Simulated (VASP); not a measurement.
Here is a VASP 6.6.1 calculation.

The input INCAR:

```
  PREC = Accurate
  ENCUT = 520
  EDIFF = 1E-6
  ISMEAR = -1
  SIGMA = 0.1
  LREAL = F
  LASPH = T
  NELM = 60
  ALGO = Normal
  ISIF = 2
  LWAVE = F
  LCHARG = F
  GGA = RE
  NBANDS = 12
```

Contents of KPOINTS:

```
Automatic mesh
0
Gamma
  16 16 16
```

The input POSCAR:

```
V
1.0
    0.0000000000      1.9456367847      1.9456367847
    1.9456367847      0.0000000000      1.9456367847
    1.9456367847      1.9456367847      0.0000000000
V
1
Direct
    0.0000000000      0.0000000000      0.0000000000
```

Potentials or basis: VASP PAW PBE potentials, release 64 (V_sv).

Command:

```console
$ cat potpaw_PBE.64/V_sv/POTCAR > POTCAR
$ mpirun -np 1 vasp_std > vasp.out
```

Question: Predict the pressure.

Answer: -5.9 GPa.

Caveat: the PAW data sets were made with another functional, which shifts forces and pressure a little.
